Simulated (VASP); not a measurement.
# Ni2Pt (P-3m1) in VASP: notebook

Ni2Pt is run at these levels: PBE; tasks: single point, relaxation of cell and atoms.

Everything below comes from runs of VASP 6.6.1. Logs are shortened: lines on timing, memory, paths and dates and some standing lists are left out, and cuts for length are marked.

### Step 1. The cell of the first run

The structure is trigonal, space group P-3m1 (No. 164). Conventional cell: a = 2.602 Å, b = 2.602 Å, c = 12.351 Å, α = 90.00°, β = 90.00°, γ = 120.00°. Within 3.4 Å of Ni (site symmetry 3m) lie 9 Ni at 2.55 to 2.60 Å and 3 Pt at 2.55 Å. Within 3.4 Å of Ni (site symmetry 3m) lie 12 Ni at 2.55 to 2.60 Å. Within 3.4 Å of Pt (site symmetry 3m) lie 9 Pt at 2.55 to 2.60 Å and 3 Ni at 2.55 Å.

### Step 2. Single point, PBE, collinear spin, ferromagnetic start

The input, INCAR:

```
SYSTEM = Ni2Pt
  PREC = Accurate
  ENCUT = 520
  EDIFF = 1E-6
  ISMEAR = 0
  SIGMA = 0.1
  LREAL = .FALSE.
  LASPH = .TRUE.
  NELM = 150
  ALGO = Fast
  ISIF = 2
  LWAVE = .FALSE.
  LCHARG = .FALSE.
  ISPIN = 2
  MAGMOM = 2 2 2 2 0 0
  LORBIT = 11
  LMAXMIX = 4
  GGA = PE
  NBANDS = 43
```

The input, KPOINTS:

```
Automatic mesh
0
G
  6 6 2
  0 0 0
```

The input, POSCAR:

```
Ni2Pt
1.0
    2.6015796100      0.0000000000      0.0000000000
   -1.3007898100      2.2530340400      0.0000000000
    0.0000000000      0.0000000000     12.3509166800
Ni Pt
4 2
Direct
    0.3333333300      0.6666666700      0.7500000000
    0.3333333300      0.6666666700      0.0833333300
    0.6666666700      0.3333333300      0.9166666700
    0.6666666700      0.3333333300      0.2500000000
    0.3333333300      0.6666666700      0.4166666700
    0.6666666700      0.3333333300      0.5833333300
```

Potentials or basis: VASP PAW PBE potentials, release 64 (Ni, Pt).

Command:

```console
> cat potpaw_PBE.64/Ni/POTCAR potpaw_PBE.64/Pt/POTCAR > POTCAR
> mpirun -np 1 vasp_std > vasp.out
```

OUTCAR:

```text
SYSTEM = Ni2Pt
   PREC = Accurate
   ENCUT = 520
   EDIFF = 1E-6
   ISMEAR = 0
   LREAL = .FALSE.
   LASPH = .TRUE.
   NELM = 150
   ISIF = 2
   ISPIN = 2
   LORBIT = 11
   GGA = PE

 ion  position               nearest neighbor table
   1  0.333  0.667  0.750-   3 2.55   6 2.55   3 2.55   6 2.55   3 2.55   6 2.55
   2  0.333  0.667  0.083-   3 2.55   3 2.55   3 2.55   4 2.55   4 2.55   4 2.55
   3  0.667  0.333  0.917-   2 2.55   2 2.55   2 2.55   1 2.55   1 2.55   1 2.55
   4  0.667  0.333  0.250-   2 2.55   5 2.55   2 2.55   5 2.55   2 2.55   5 2.55
   5  0.333  0.667  0.417-   6 2.55   6 2.55   6 2.55   4 2.55   4 2.55   4 2.55
   6  0.667  0.333  0.583-   5 2.55   5 2.55   5 2.55   1 2.55   1 2.55   1 2.55

  LATTYP: Found a hexagonal cell.
 ALAT       =     2.6015796100
 C/A-ratio  =     4.7474682814

  Lattice vectors:

 A1 = (   2.6015796100,   0.0000000000,   0.0000000000)
 A2 = (  -1.3007898100,   2.2530340400,   0.0000000000)
 A3 = (   0.0000000000,   0.0000000000,  12.3509166800)

Analysis of symmetry for initial positions (statically):
=====================================================================
 Subroutine PRICEL returns:
 Original cell was already a primitive cell.

 Routine SETGRP: Setting up the symmetry group for a
 hexagonal supercell.

 Subroutine GETGRP returns: Found 12 space group operations
 (whereof 12 operations were pure point group operations)
 out of a pool of 24 trial point group operations.

The static configuration has the point symmetry D_3d.

Analysis of symmetry for dynamics (positions and initial velocities):
=====================================================================
 Subroutine PRICEL returns:
 Original cell was already a primitive cell.

 Routine SETGRP: Setting up the symmetry group for a
 hexagonal supercell.

 Subroutine GETGRP returns: Found 12 space group operations
 (whereof 12 operations were pure point group operations)
 out of a pool of 24 trial point group operations.

The dynamic configuration has the point symmetry D_3d.

Analysis of structural, dynamic, and magnetic symmetry:
=====================================================================
 Subroutine PRICEL returns:
 Original cell was already a primitive cell.

 Routine SETGRP: Setting up the symmetry group for a
 hexagonal supercell.

 Subroutine GETGRP returns: Found 12 space group operations
 (whereof 12 operations were pure point group operations)
 out of a pool of 24 trial point group operations.
[... 132 lines left out ...]
  energy-cutoff  :      520.00
  volume of cell :       72.39
 maximum number of plane-waves:      1986
 NGX is ok and might be reduce to    20
   NGX =  9   NGY =  9   NGZ = 45

 number of electron      60.0000003 magnetization       3.3549520

 Free energy of the ion-electron system (eV)
  ---------------------------------------------------
  ext. energy  EPLUGINS =         0.00000000
  ---------------------------------------------------
  free energy    TOTEN  =       -32.48372654 eV

  energy without entropy =      -32.42764330  energy(sigma->0) =      -32.45568492

 E-fermi :  10.6475     XC(G=0): -13.4070

 val. band max:       10.6410866983   @ k =   0.3333   0.3333   0.5000
 cond. band min:      10.6495213590   @ k =   0.0000   0.0000   0.5000
 fundamental gap:      0.0084346607
 Fermi energy:        10.6475225151

 spin component 1

 k-point     1 :       0.0000    0.0000    0.0000
  band No.  band energies     occupation
      1      -0.8169      1.00000
      2       1.0036      1.00000
      3       2.6833      1.00000
      4       3.1496      1.00000
      5       4.5201      1.00000
      6       5.6434      1.00000
[... 619 lines left out ...]
     41      18.6790      0.00000
     42      18.7102      0.00000
 Fermi energy:        10.6475225151

 spin component 2

 k-point     1 :       0.0000    0.0000    0.0000
  band No.  band energies     occupation
      1      -0.7867      1.00000
      2       1.0617      1.00000
      3       2.6603      1.00000
      4       3.1844      1.00000
      5       4.6162      1.00000
      6       5.7979      1.00000
[... 619 lines left out ...]
     41      18.9168      0.00000
     42      18.9168      0.00000
 [bands above 42 left out]

------------------------ aborting loop because EDIFF is reached ----------------------------------------

  FORCE on cell =-STRESS in cart. coord.  units (eV):
  Direction    XX          YY          ZZ          XY          YZ          ZX
  --------------------------------------------------------------------------------------
  -------------------------------------------------------------------------------------
  Total       10.2298219     10.2298219     14.6720816     -0.0000000     -0.0000000      0.0000000
  in kB      226.3990438    226.3990453    324.7119347     -0.0000005     -0.0000000      0.0000000
  external PRESSURE =     259.1700079 kB  Pullay stress =       0.0000000 kB

 VOLUME and BASIS-vectors are now :
 -----------------------------------------------------------------------------
  energy-cutoff  :      520.00
  volume of cell :       72.39
      direct lattice vectors                 reciprocal lattice vectors
     2.601579610  0.000000000  0.000000000     0.384381856  0.221922968  0.000000000
    -1.300789810  2.253034040  0.000000000     0.000000000  0.443845935  0.000000000
     0.000000000  0.000000000 12.350916680     0.000000000  0.000000000  0.080965650

 POSITION                                       TOTAL-FORCE (eV/Angst)
 -----------------------------------------------------------------------------------
     -0.00000      1.50202      9.26319         0.000000      0.000000      1.585391
     -0.00000      1.50202      1.02924         0.000000     -0.000000     -0.076073
      1.30079      0.75101     11.32167         0.000000      0.000000      0.076073
      1.30079      0.75101      3.08773         0.000000     -0.000000     -1.585391
     -0.00000      1.50202      5.14622         0.000000      0.000000     -4.440232
      1.30079      0.75101      7.20470        -0.000000     -0.000000      4.440232
 -----------------------------------------------------------------------------------
    total drift:                                0.000000      0.000000      0.000000

  FREE ENERGIE OF THE ION-ELECTRON SYSTEM (eV)
  ---------------------------------------------------
  free  energy   TOTEN  =       -32.4837265364 eV

  energy  without entropy=      -32.4276432959  energy(sigma->0) =      -32.45568492

 total charge

# of ion       s       p       d       tot
------------------------------------------
    1        0.459   0.466   8.323   9.249
    2        0.457   0.412   8.280   9.149
    3        0.457   0.412   8.280   9.149
    4        0.459   0.466   8.323   9.249
    5        0.776   0.880   8.238   9.894
    6        0.776   0.880   8.238   9.894
--------------------------------------------------
tot          3.384   3.517  49.682  56.583

 magnetization (x)

# of ion       s       p       d       tot
------------------------------------------
    1       -0.004  -0.013   0.774   0.757
    2       -0.004  -0.023   0.707   0.680
    3       -0.004  -0.023   0.707   0.680
    4       -0.004  -0.013   0.774   0.757
    5       -0.000  -0.011   0.278   0.267
    6       -0.000  -0.011   0.278   0.267
--------------------------------------------------
tot         -0.016  -0.095   3.518   3.407
```

Run time: 4.1 min. Hardware: 1 thread of Intel Xeon 6975P-C, shared host; peak memory 0.25 GiB.

What came out:

```yaml
Free_energy: -32.4837 eV
Pressure: 25.9 GPa
Largest_force: 4.440 eV/Å
Net_moment: 3.35 μB per cell
Site_moments: Ni +0.76, +0.68; Pt +0.27 μB
Valence_electrons_inside_the_program's_atomic_spheres: Ni 9.25, 9.15; Pt 9.89
```

Forces in eV/Å, atoms in the order of the input:
```
Ni   0.000  0.000  1.585
Ni   0.000  0.000 -0.076
Ni   0.000  0.000  0.076
Ni   0.000  0.000 -1.585
Pt   0.000  0.000 -4.440
Pt   0.000  0.000  4.440
```

Caveat: the k points lie up to 0.46 Å⁻¹ apart; spin-orbit coupling is left out, which moves the levels of the heavy elements; forces of over 1 eV/Å act on the atoms, so gaps and moduli don't describe the material at rest.

### Step 3. Single point, PBE, collinear spin, ferromagnetic start

This run uses another cell than the first one, of 12.91 Å³/atom, 1.070 times its volume.

The input, INCAR:

```
SYSTEM = Ni2Pt
PREC = Accurate
ENCUT = 520
EDIFF = 1E-6
ISMEAR = 0
SIGMA = 0.1
LREAL = .False.
LASPH = .True.
NELM = 150
ALGO = Normal
ISIF = 2
LWAVE = .False.
LCHARG = .False.
ISPIN = 2
MAGMOM = 2 2 2 2 0 0
LORBIT = 11
LMAXMIX = 4
GGA = PE
NBANDS = 43
```

The input, KPOINTS:

```
Automatic mesh
0
Gamma
  6 6 2
  0 0 0
```

The input, POSCAR:

```
Ni2Pt
1.0
    2.6641811662      0.0000000030      0.0000000000
   -1.3320905857      2.3072485687      0.0000000000
    0.0000000000      0.0000000000     12.5979220113
Ni Pt
4 2
Direct
    0.3333333333      0.6666666667      0.7697447006
    0.3333333333      0.6666666667      0.0769592227
    0.6666666667      0.3333333333      0.9230407773
    0.6666666667      0.3333333333      0.2302552994
    0.3333333333      0.6666666667      0.4006602905
    0.6666666667      0.3333333333      0.5993397095
```

Potentials or basis: VASP PAW PBE potentials, release 64 (Ni, Pt).

Command:

```console
> cat potpaw_PBE.64/Ni/POTCAR potpaw_PBE.64/Pt/POTCAR > POTCAR
> mpirun -np 1 vasp_std > vasp.out
```

Wall time 2.9 min (1 thread of Intel Xeon 6975P-C, shared host); peak memory 0.26 GiB.

The run converged. Its results:

```yaml
Free_energy: -33.8048 eV
Pressure: 0.0 GPa
Largest_force: 0.014 eV/Å
Net_moment: 3.55 μB per cell
Site_moments: Ni +0.84, +0.69; Pt +0.28 μB
Valence_electrons_inside_the_program's_atomic_spheres: Ni 9.16, 9.18; Pt 9.41
```

Forces on the atoms (eV/Å):
```
Ni   0.000  0.000 -0.007
Ni   0.000  0.000 -0.014
Ni   0.000  0.000  0.014
Ni   0.000  0.000  0.007
Pt   0.000  0.000 -0.004
Pt   0.000  0.000  0.004
```

Stress tensor (GPa, compression positive):
```
 0.07  0.00  0.00
 0.00  0.07  0.00
 0.00  0.00 -0.10
```

Levels at points of the mesh, in eV from the Fermi level:
Spin up:
| k point | band 30 | band 31 | band 32 | band 33 | band 34 | band 35 | band 36 | band 37 |
| --- | --- | --- | --- | --- | --- | --- | --- | --- |
| (0.00, 0.00, 0.00) | -0.88 | -0.88 | -0.79 | -0.79 | -0.39 | -0.39 | 0.30 | 5.83 |
| (0.50, 0.00, 0.00) | 0.66 | 0.79 | 0.85 | 1.27 | 2.02 | 2.45 | 3.33 | 6.36 |
| (0.00, 0.00, 0.50) | -0.90 | -0.90 | -0.82 | -0.82 | -0.51 | -0.39 | -0.39 | 7.10 |
| (0.50, 0.00, 0.50) | 0.79 | 0.85 | 1.19 | 1.30 | 1.66 | 2.46 | 3.31 | 6.34 |
Spin down:
| k point | band 28 | band 29 | band 30 | band 31 | band 32 | band 33 |
| --- | --- | --- | --- | --- | --- | --- |
| (0.00, 0.00, 0.00) | -0.54 | -0.54 | 0.00 | 0.00 | 0.01 | 0.01 |
| (0.50, 0.00, 0.00) | 0.35 | 0.67 | 0.78 | 0.97 | 1.03 | 1.64 |
| (0.00, 0.00, 0.50) | -0.40 | -0.28 | -0.28 | -0.19 | -0.19 | 0.06 |
| (0.50, 0.00, 0.50) | 0.21 | 0.97 | 1.03 | 1.07 | 1.43 | 1.50 |

Caveat: the k points lie up to 0.45 Å⁻¹ apart; spin-orbit coupling is left out, which moves the levels of the heavy elements.

### Step 4. Relaxation of cell and atoms, PBE, collinear spin, ferromagnetic start

The input, INCAR:

```
SYSTEM = Ni2Pt
PREC = Accurate
ENCUT = 600
EDIFF = 1E-7
ISMEAR = 0
SIGMA = 0.1
LREAL = .False.
LASPH = .True.
NELM = 150
ALGO = Normal
ISIF = 3
LWAVE = .False.
LCHARG = .False.
ISPIN = 2
MAGMOM = 2 2 2 2 0 0
LORBIT = 11
LMAXMIX = 4
GGA = PE
IBRION = 2
NSW = 90
EDIFFG = -0.04
```

The input, KPOINTS:

```
regular mesh
0
Gamma
  6 6 2
  0 0 0
```

The input, POSCAR:

```
Ni2Pt
1.0
    2.6015796100      0.0000000000      0.0000000000
   -1.3007898100      2.2530340400      0.0000000000
    0.0000000000      0.0000000000     12.3509166800
Ni Pt
4 2
Direct
    0.3333333300      0.6666666700      0.7500000000
    0.3333333300      0.6666666700      0.0833333300
    0.6666666700      0.3333333300      0.9166666700
    0.6666666700      0.3333333300      0.2500000000
    0.3333333300      0.6666666700      0.4166666700
    0.6666666700      0.3333333300      0.5833333300
```

Command:

```console
> cat potpaw_PBE.64/Ni/POTCAR potpaw_PBE.64/Pt/POTCAR > POTCAR
> mpirun -np 1 vasp_std > vasp.out
```

Wall time 43 min (1 thread of Intel Xeon 6975P-C, shared host); peak memory 0.33 GiB.

The run converged. Its results:

- Free energy: -33.5528 eV
- Relaxed volume: 12.81 Å³/atom
- Relaxed cell: a = 2.666 Å, b = 2.666 Å, c = 12.487 Å, α = 90.00°, β = 90.00°, γ = 120.00°
- Space group after relaxing (to 0.05 Å): P-3m1 (No. 164)
- Energy gained by relaxing: 178.3 meV/atom
- Ionic steps: 15
- Pressure after relaxing: -0.1 GPa
- Largest force after relaxing: 0.014 eV/Å
- Band gap on the k mesh: zero (filled and empty bands overlap)
- Net moment: 0.00 μB per cell
- Valence electrons inside the program's atomic spheres: Ni 9.19, 9.21; Pt 9.40

Forces in eV/Å, atoms in the order of the input:
```
Ni   0.000  0.000 -0.007
Ni   0.000  0.000  0.009
Ni   0.000  0.000 -0.009
Ni   0.000  0.000  0.007
Pt   0.000  0.000  0.014
Pt   0.000  0.000 -0.014
```

Stress tensor (GPa, compression positive):
```
-0.20  0.00  0.00
 0.00 -0.20  0.00
 0.00  0.00  0.04
```

The path:
```csv
step,energy change (eV),largest force (eV/Å),pressure (GPa),volume (Å³)
1,0.0000,4.4413,25.87,72.39
2,0.7416,0.4717,-23.62,94.75
3,-0.7075,1.1181,-3.99,79.99
4,-0.7088,1.1317,-3.40,79.74
5,-0.7089,1.1402,-3.02,79.59
6,-0.8539,0.9552,0.28,77.84
7,-0.9168,0.6404,5.42,75.72
8,-0.9884,0.4293,2.56,76.49
9,-1.0239,0.5165,-1.08,77.59
10,-1.0462,0.4179,-0.65,77.30
11,-1.0668,0.1130,0.74,76.60
12,-1.0671,0.1490,0.62,76.67
13,-1.0691,0.0557,-0.40,77.01
14,-1.0691,0.0473,-0.46,77.04
15,-1.0700,0.0136,-0.12,76.88
```

Final structure:
```
Ni Pt
1.0
     2.66625    0.00000    0.00000
    -1.33312    2.30904    0.00000
     0.00000    0.00000   12.48735
Ni Pt
4 2
Direct
  0.33333 0.66667 0.77067
  0.33333 0.66667 0.07664
  0.66667 0.33333 0.92336
  0.66667 0.33333 0.22933
  0.33333 0.66667 0.40095
  0.66667 0.33333 0.59905
```

Levels at points of the mesh, in eV from the Fermi level:
Spin up:
| k point | band 27 | band 28 | band 29 | band 30 | band 31 | band 32 | band 33 | band 34 |
| --- | --- | --- | --- | --- | --- | --- | --- | --- |
| (0.00, 0.00, 0.00) | -0.86 | -0.72 | -0.72 | -0.21 | -0.21 | -0.17 | -0.17 | -0.13 |
| (0.50, 0.00, 0.00) | 0.09 | 0.14 | 0.76 | 0.79 | 0.85 | 0.86 | 1.57 | 2.40 |
| (0.00, 0.00, 0.50) | -0.91 | -0.44 | -0.44 | -0.40 | -0.40 | -0.17 | -0.15 | -0.15 |
| (0.50, 0.00, 0.50) | -0.04 | 0.02 | 0.80 | 0.86 | 1.06 | 1.36 | 1.57 | 1.95 |
Spin down:
```csv
k point,band 28,band 29,band 30,band 31,band 32,band 33
"(0.00, 0.00, 0.00)",-0.72,-0.72,-0.21,-0.21,-0.17,-0.17
"(0.50, 0.00, 0.00)",0.14,0.76,0.79,0.85,0.86,1.57
"(0.00, 0.00, 0.50)",-0.44,-0.44,-0.40,-0.40,-0.17,-0.15
"(0.50, 0.00, 0.50)",0.02,0.80,0.86,1.06,1.36,1.57
```

Caveat: the k points lie up to 0.45 Å⁻¹ apart in the final cell; the starting moments collapsed, and a magnetic state may lie lower; spin-orbit coupling is left out, which moves the levels of the heavy elements.
